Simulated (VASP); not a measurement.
# AlRu (Pm-3m) in VASP: notebook

Runs on AlRu. Level: r2SCAN. Tasks: single point.

All numbers are computed with VASP 6.6.1; they aren't measurements. Logs are shortened: lines on timing, memory, paths and dates and some standing lists are left out, and cuts for length are marked.

**1. The cell of the first run**

It takes space group Pm-3m (No. 221, cubic). Conventional cell: a = 2.965 Å, b = 2.965 Å, c = 2.965 Å, α = 90.00°, β = 90.00°, γ = 90.00°. Within 3.4 Å of Al (site symmetry m-3m) lie 8 Ru at 2.57 Å and 6 Al at 2.97 Å. Ru (site symmetry m-3m) has 8 Al at 2.57 Å and 6 Ru at 2.97 Å within 3.4 Å.

**2. Single point, r2SCAN**

POSCAR

```
AlRu
1.0
    2.9651262992      0.0000000000      0.0000000000
    0.0000000000      2.9651262992      0.0000000000
    0.0000000000      0.0000000000      2.9651262992
Al Ru
1 1
Direct
    0.0000000000      0.0000000000      0.0000000000
    0.5000000000      0.5000000000      0.5000000000
```

INCAR.step1

```
SYSTEM = AlRu
PREC = Accurate ; ENCUT = 520
ISMEAR = 0 ; SIGMA = 0.1
LREAL = .FALSE. ; LASPH = .TRUE.
NELM = 80 ; NBANDS = 16
GGA = PE ; ALGO = Normal
EDIFF = 1E-4 ; LWAVE = .TRUE.
LCHARG = .FALSE.
```

INCAR.step2

```
SYSTEM = AlRu
PREC = Accurate ; ENCUT = 520
EDIFF = 1E-7 ; ISMEAR = 0
SIGMA = 0.1 ; LREAL = .FALSE.
LASPH = .TRUE. ; NELM = 80
ALGO = Normal ; ISIF = 2
LWAVE = .FALSE. ; LCHARG = .FALSE.
METAGGA = R2SCAN ; LMIXTAU = .TRUE.
NBANDS = 16 ; ISTART = 1
```

KPOINTS

```
Automatic mesh
0
G
  14 14 14
  0 0 0
```

Potentials or basis: VASP PAW PBE potentials, release 64 (Al, Ru_pv).

Run with:

```console
> cat potpaw_PBE.64/Al/POTCAR potpaw_PBE.64/Ru_pv/POTCAR > POTCAR
> cp INCAR.step1 INCAR
> mpirun -np 1 vasp_std > vasp.out
> cp INCAR.step2 INCAR
> mpirun -np 1 vasp_std > vasp.out
```

OUTCAR:

```text
SYSTEM = AlRu
   PREC = Accurate
   ENCUT = 520
   EDIFF = 1E-7
   ISMEAR = 0
   LREAL = .FALSE.
   LASPH = .TRUE.
   NELM = 80
   ISIF = 2
   METAGGA = R2SCAN
   ISTART = 1

 ion  position               nearest neighbor table
   1  0.000  0.000  0.000-   2 2.57   2 2.57   2 2.57   2 2.57   2 2.57   2 2.57   2 2.57   2 2.57

   2  0.500  0.500  0.500-   1 2.57   1 2.57   1 2.57   1 2.57   1 2.57   1 2.57   1 2.57   1 2.57

  LATTYP: Found a simple cubic cell.
 ALAT       =     2.9651262992

  Lattice vectors:

 A1 = (   2.9651262992,   0.0000000000,   0.0000000000)
 A2 = (   0.0000000000,   2.9651262992,   0.0000000000)
 A3 = (   0.0000000000,   0.0000000000,   2.9651262992)

Analysis of symmetry for initial positions (statically):
=====================================================================
 Subroutine PRICEL returns:
 Original cell was already a primitive cell.

 Routine SETGRP: Setting up the symmetry group for a
 simple cubic supercell.

 Subroutine GETGRP returns: Found 48 space group operations
 (whereof 48 operations were pure point group operations)
 out of a pool of 48 trial point group operations.

The static configuration has the point symmetry O_h .

Analysis of symmetry for dynamics (positions and initial velocities):
=====================================================================
 Subroutine PRICEL returns:
 Original cell was already a primitive cell.

 Routine SETGRP: Setting up the symmetry group for a
 simple cubic supercell.

 Subroutine GETGRP returns: Found 48 space group operations
 (whereof 48 operations were pure point group operations)
 out of a pool of 48 trial point group operations.

The dynamic configuration has the point symmetry O_h .

 Subroutine INISYM returns: Found 48 space group operations
 (whereof 48 operations are pure point group operations),
 and found     1 'primitive' translations

----------------------------------------------------------------------------------------

                                     Primitive cell

  volume of cell :      26.0693

  direct lattice vectors                    reciprocal lattice vectors
     2.965126299  0.000000000  0.000000000     0.337253762  0.000000000  0.000000000
     0.000000000  2.965126299  0.000000000     0.000000000  0.337253762  0.000000000
     0.000000000  0.000000000  2.965126299     0.000000000  0.000000000  0.337253762

  length of vectors
     2.965126299  2.965126299  2.965126299     0.337253762  0.337253762  0.337253762

  position of ions in fractional coordinates (direct lattice)
     0.000000000  0.000000000  0.000000000
     0.500000000  0.500000000  0.500000000

  ion indices of the primitive-cell ions
   primitive index   ion index
                 1           1
                 2           2

----------------------------------------------------------------------------------------

 KPOINTS: Automatic mesh

Automatic generation of k-mesh.
 Grid dimensions read from file:
 generate k-points for:   14   14   14

 Generating k-lattice:

  Cartesian coordinates                     Fractional coordinates (reciprocal lattice)
     0.024089554  0.000000000  0.000000000     0.071428571  0.000000000  0.000000000
     0.000000000  0.024089554  0.000000000     0.000000000  0.071428571  0.000000000
     0.000000000  0.000000000  0.024089554     0.000000000  0.000000000  0.071428571

  Length of vectors
     0.024089554  0.024089554  0.024089554

  Shift w.r.t. Gamma in fractional coordinates (k-lattice)
     0.000000000  0.000000000  0.000000000

 Subroutine IBZKPT returns following result:
 ===========================================

 Found    120 irreducible k-points:

 Following reciprocal coordinates:
            Coordinates               Weight
  0.000000  0.000000  0.000000      1.000000
  0.071429  0.000000  0.000000      6.000000
  0.142857  0.000000  0.000000      6.000000
  0.214286  0.000000  0.000000      6.000000
  0.285714  0.000000  0.000000      6.000000
  0.357143  0.000000  0.000000      6.000000
[... 16 lines left out ...]
  0.285714  0.214286  0.000000     24.000000
  0.357143  0.214286  0.000000     24.000000
 [... further k-points ...]
   k-points           NKPTS =    120   k-points in BZ     NKDIM =    120   number of bands    NBANDS=     16
   number of dos      NEDOS =    301   number of ions     NIONS =      2
   total plane-waves  NPLWV =  13824
   dimension x,y,z NGX =    24 NGY =   24 NGZ =   24
   dimension x,y,z NGXF=    48 NGYF=   48 NGZF=   48
   ions per type =               1   1
   NGX,Y,Z   is equivalent  to a cutoff of  13.46, 13.46, 13.46 a.u.
   NGXF,Y,Z  is equivalent  to a cutoff of  26.91, 26.91, 26.91 a.u.
 SYSTEM =  AlRu
   PREC   = accura    normal or accurate (medium, high low for compatibility)
   ISTART =      1    job   : 0-new  1-cont  2-samecut
   ICHARG =      0    charge: 1-file 2-atom 10-const
   ISPIN  =      1    spin polarized calculation?
   LNONCOLLINEAR =      F non collinear calculations
   LSORBIT =      F    spin-orbit coupling
   LASPH  =      T    aspherical Exc in radial PAW
   ENCUT  =  520.0 eV  38.22 Ry    6.18 a.u.   5.51  5.51  5.51*2*pi/ulx,y,z
   NELM   =     80;   NELMIN=  2; NELMDL=  0     # of ELM steps
   EDIFF  = 0.1E-06   stopping-criterion for ELM
   LREAL  =      F    real-space projection
   EDIFFG = 0.1E-05   stopping-criterion for IOM
   NSW    =      0    number of steps for IOM
   IBRION =     -1    ionic relax: 0-MD 1-quasi-New 2-CG
   NFREE  =      0    steps in history (QN), initial steepest desc. (CG)
   ISIF   =      2    stress and relaxation
   ISYM   =      2    0-nonsym 1-usesym 2-fastsym
   POTIM  = 0.5000    time-step for ionic-motion
   TEBEG  =    0.0;   TEEND  =   0.0 temperature during run
   PSTRESS=    0.0 pullay stress
   NELECT =      17.0000    total number of electrons
   NUPDOWN=      -1.0000    fix difference up-down
   EMIN   =  10.00;   EMAX   =-10.00  energy-range for DOS
   EFERMI =   0.00;   METHOD = LEGACY
   ISMEAR =     0;   SIGMA  =   0.10  broadening in eV -4-tet -1-fermi 0-gaus
   EFERMI_NEDOS =   21; number of points for ismear=-14 and -15
   IALGO  =     38    algorithm
   IMIX   =      4    mixing-type and parameters
     AMIX     =   0.40;   BMIX     =  1.00
     AMIX_MAG =   1.60;   BMIX_MAG =  1.00
  volume/ion in A,a.u.               =      13.03        87.96
  Fermi-wavevector in a.u.,A,eV,Ry     =   1.419650  2.682749 27.421263  2.015406
  Thomas-Fermi vector in A             =   2.540648
   LORBIT       =      0    0 simple, 1 ext, 2 COOP (PROOUT), +10 PAW based schemes
   METAGGA = R2SCAN    functional components
   LHFCALC =     F    Hartree Fock is set to
   AEXX    =    0.0000 exact exchange contribution
   IVDW    =     0    specifies the selected vdW correction
   LEPSILON=     F    determine dielectric tensor
   LRPA    =     F    only Hartree local field effects (RPA)
 non-spin polarized calculation
 Gauss-broadening in eV      SIGMA  =   0.10
  energy-cutoff  :      520.00
  volume of cell :       26.07
 maximum number of plane-waves:       739
 NGX is ok and might be reduce to    24
   NGX = 11   NGY = 11   NGZ = 11

 number of electron      16.9999997 magnetization

 Free energy of the ion-electron system (eV)
  ---------------------------------------------------
  ext. energy  EPLUGINS =         0.00000000
  ---------------------------------------------------
  free energy    TOTEN  =       -33.60215638 eV

  energy without entropy =      -33.59274266  energy(sigma->0) =      -33.59744952

 E-fermi :  10.9511     XC(G=0): -13.7656

 val. band max:       10.9480687604   @ k =   0.5000   0.3571   0.2857
 cond. band min:      10.9699127208   @ k =   0.5000   0.3571   0.3571
 fundamental gap:      0.0218439604
 Fermi energy:        10.9511341376

 k-point     1 :       0.0000    0.0000    0.0000
  band No.  band energies     occupation
      1     -32.1298      2.00000
      2     -32.1298      2.00000
      3     -32.1298      2.00000
      4       0.6154      2.00000
      5       7.1142      2.00000
      6       7.1142      2.00000
[... 8 lines left out ...]
     15      22.5832      0.00000
     16      27.9593      0.00000

 k-point     2 :       0.0714    0.0000    0.0000
  band No.  band energies     occupation
      1     -32.1427      2.00000
      2     -32.1287      2.00000
      3     -32.1287      2.00000
      4       0.7219      2.00000
      5       7.1512      2.00000
      6       7.1532      2.00000
[... 8 lines left out ...]
     15      23.0174      0.00000
     16      28.2680      0.00000

 k-point     3 :       0.1429    0.0000    0.0000
  band No.  band energies     occupation
      1     -32.1786      2.00000
      2     -32.1256      2.00000
      3     -32.1256      2.00000
      4       1.0359      2.00000
      5       7.2326      2.00000
      6       7.2653      2.00000
[... 8 lines left out ...]
     15      23.8314      0.00000
     16      29.2283      0.00000

 k-point     4 :       0.2143    0.0000    0.0000
  band No.  band energies     occupation
      1     -32.2302      2.00000
      2     -32.1212      2.00000
      3     -32.1212      2.00000
      4       1.5422      2.00000
      5       7.2660      2.00000
      6       7.4351      2.00000
[... 8 lines left out ...]
     15      24.5150      0.00000
     16      29.3287      0.00000

 k-point     5 :       0.2857    0.0000    0.0000
  band No.  band energies     occupation
      1     -32.2872      2.00000
      2     -32.1162      2.00000
      3     -32.1162      2.00000
      4       2.2170      2.00000
      5       7.1063      2.00000
      6       7.6362      2.00000
[... 8 lines left out ...]
     15      24.9815      0.00000
     16      27.9889      0.00000

 k-point     6 :       0.3571    0.0000    0.0000
  band No.  band energies     occupation
      1     -32.3380      2.00000
      2     -32.1117      2.00000
      3     -32.1117      2.00000
      4       3.0279      2.00000
      5       6.6383      2.00000
      6       7.8307      2.00000
[... 8 lines left out ...]
     15      25.2686      0.00000
     16      26.6837      0.00000

 k-point     7 :       0.4286    0.0000    0.0000
  band No.  band energies     occupation
      1     -32.3730      2.00000
      2     -32.1087      2.00000
      3     -32.1087      2.00000
      4       3.9262      2.00000
      5       5.8939      2.00000
      6       7.9740      2.00000
[... 8 lines left out ...]
     15      25.4051      0.00000
     16      25.5290      0.00000

 k-point     8 :       0.5000    0.0000    0.0000
  band No.  band energies     occupation
      1     -32.3855      2.00000
      2     -32.1076      2.00000
      3     -32.1076      2.00000
      4       4.6503      2.00000
      5       5.2079      2.00000
      6       8.0270      2.00000
[... 8 lines left out ...]
     15      24.9329      0.00000
     16      24.9329      0.00000

 k-point     9 :       0.0714    0.0714    0.0000
  band No.  band energies     occupation
      1     -32.1422      2.00000
      2     -32.1409      2.00000
      3     -32.1276      2.00000
      4       0.8275      2.00000
      5       7.1893      2.00000
      6       7.1927      2.00000
[... 8 lines left out ...]
     15      23.1657      0.00000
     16      28.5532      0.00000
[... 172 lines left out ...]
 k-point    19 :       0.3571    0.1429    0.0000
  band No.  band energies     occupation
      1     -32.3321      2.00000
      2     -32.1587      2.00000
      3     -32.1075      2.00000
      4       3.3475      2.00000
      5       6.7003      2.00000
      6       8.0115      2.00000
[... 8 lines left out ...]
     15      25.2296      0.00000
     16      26.4881      0.00000

 k-point    20 :       0.4286    0.1429    0.0000
  band No.  band energies     occupation
      1     -32.3668      2.00000
      2     -32.1553      2.00000
      3     -32.1044      2.00000
      4       4.2046      2.00000
      5       5.9575      2.00000
      6       8.1853      2.00000
[... 8 lines left out ...]
     15      24.0425      0.00000
     16      25.3017      0.00000

 k-point    21 :       0.5000    0.1429    0.0000
  band No.  band energies     occupation
      1     -32.3791      2.00000
      2     -32.1541      2.00000
      3     -32.1033      2.00000
      4       5.0896      2.00000
      5       5.1035      2.00000
      6       8.2578      2.00000
[... 8 lines left out ...]
     15      23.7380      0.00000
     16      24.4556      0.00000

 k-point    22 :       0.2143    0.2143    0.0000
  band No.  band energies     occupation
      1     -32.2230      2.00000
      2     -32.2167      2.00000
      3     -32.1125      2.00000
      4       2.3901      2.00000
      5       7.4156      2.00000
      6       7.7959      2.00000
[... 8 lines left out ...]
     15      26.5109      0.00000
     16      26.9725      0.00000

 k-point    23 :       0.2857    0.2143    0.0000
  band No.  band energies     occupation
      1     -32.2759      2.00000
      2     -32.2137      2.00000
      3     -32.1075      2.00000
      4       2.9906      2.00000
      5       7.2050      2.00000
      6       8.0169      2.00000
[... 8 lines left out ...]
     15      25.8112      0.00000
     16      27.4334      0.00000

 k-point    24 :       0.3571    0.2143    0.0000
  band No.  band energies     occupation
      1     -32.3257      2.00000
      2     -32.2084      2.00000
      3     -32.1030      2.00000
      4       3.6908      2.00000
      5       6.7301      2.00000
      6       8.2385      2.00000
[... 8 lines left out ...]
     15      24.6283      0.00000
     16      26.4027      0.00000

 [... further k-points ...]
[... 5 lines left out ...]
  --------------------------------------------------------------------------------------
  -------------------------------------------------------------------------------------
  Total        0.6857807      0.6857807      0.6857807      0.0000000     -0.0000000     -0.0000000
  in kB       42.1469601     42.1469601     42.1469601      0.0000000     -0.0000000     -0.0000000
  external PRESSURE =      42.1469601 kB  Pullay stress =       0.0000000 kB

 VOLUME and BASIS-vectors are now :
 -----------------------------------------------------------------------------
  energy-cutoff  :      520.00
  volume of cell :       26.07
      direct lattice vectors                 reciprocal lattice vectors
     2.965126299  0.000000000  0.000000000     0.337253762  0.000000000  0.000000000
     0.000000000  2.965126299  0.000000000     0.000000000  0.337253762  0.000000000
     0.000000000  0.000000000  2.965126299     0.000000000  0.000000000  0.337253762

 POSITION                                       TOTAL-FORCE (eV/Angst)
 -----------------------------------------------------------------------------------
      0.00000      0.00000      0.00000         0.000000      0.000000      0.000000
      1.48256      1.48256      1.48256         0.000000      0.000000      0.000000
 -----------------------------------------------------------------------------------
    total drift:                                0.000000     -0.000000     -0.000000

  FREE ENERGIE OF THE ION-ELECTRON SYSTEM (eV)
  ---------------------------------------------------
  free  energy   TOTEN  =       -33.6021563818 eV

  energy  without entropy=      -33.5927426643  energy(sigma->0) =      -33.59744952
```

Wall time 64 s (1 thread of Intel Xeon Platinum 8488C (Sapphire Rapids), shared host); peak memory 0.18 GiB.

Results:

```yaml
Free_energy: -33.6022 eV
Pressure: 4.2 GPa
```

Levels at points of the mesh, in eV from the Fermi level:
| k point | band 6 | band 7 | band 8 | band 9 | band 10 | band 11 | band 12 | band 13 |
| --- | --- | --- | --- | --- | --- | --- | --- | --- |
| (0.00, 0.00, 0.00) | -3.84 | 0.18 | 0.18 | 0.18 | 6.65 | 6.65 | 6.65 | 10.39 |
| (0.50, 0.00, 0.00) | -2.92 | -1.75 | -1.75 | 0.45 | 2.61 | 7.72 | 10.39 | 11.76 |
| (0.50, 0.50, 0.00) | -1.50 | -1.50 | -1.30 | -1.30 | 1.79 | 5.84 | 7.04 | 10.39 |
| (0.50, 0.50, 0.50) | -5.08 | 1.89 | 1.89 | 3.37 | 4.39 | 4.39 | 4.39 | 9.23 |

Caveat: the PAW data sets were made with another functional, which shifts forces and pressure a little.

[end of part 1 of 2]
